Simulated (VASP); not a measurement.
Here is a VASP 6.6.1 calculation.

Contents of INCAR:

```
SYSTEM = AgBr
  PREC = Accurate
  ENCUT = 400
  EDIFF = 1E-8
  ISMEAR = -1
  SIGMA = 0.03
  LREAL = .False.
  LASPH = .True.
  NELM = 120
  ALGO = Normal
  ISIF = 2
  LWAVE = .False.
  LCHARG = .False.
  GGA = PE
  LEFG = .True.
  NBANDS = 16
  GGA_COMPAT = .False.
```

File KPOINTS:

```
Automatic mesh
0
Gamma
  13 13 13
  0 0 0
```

Contents of POSCAR:

```
AgBr
1.0
    0.0000000000      2.8959052097      2.8959052097
    2.8959052097      0.0000000000      2.8959052097
    2.8959052097      2.8959052097      0.0000000000
Ag Br
1 1
Direct
    0.0000000000      0.0000000000      0.0000000000
    0.5000000000      0.5000000000      0.5000000000
```

Potentials or basis: VASP PAW PBE potentials, release 64 (Ag, Br).

Run with:

```bash
$ cat potpaw_PBE.64/Ag/POTCAR potpaw_PBE.64/Br/POTCAR > POTCAR
$ mpirun -np 1 vasp_std > vasp.out
```

What does it give for the pressure?

0.8 GPa.

Estimate the band gap on the k mesh.

0.70 eV, indirect (least direct gap 2.52 eV).

Caveat: without QUAD_EFG the Cq values of the log hold for a quadrupole moment of 1 mb, not for the nuclei. A k mesh can miss the band edges.
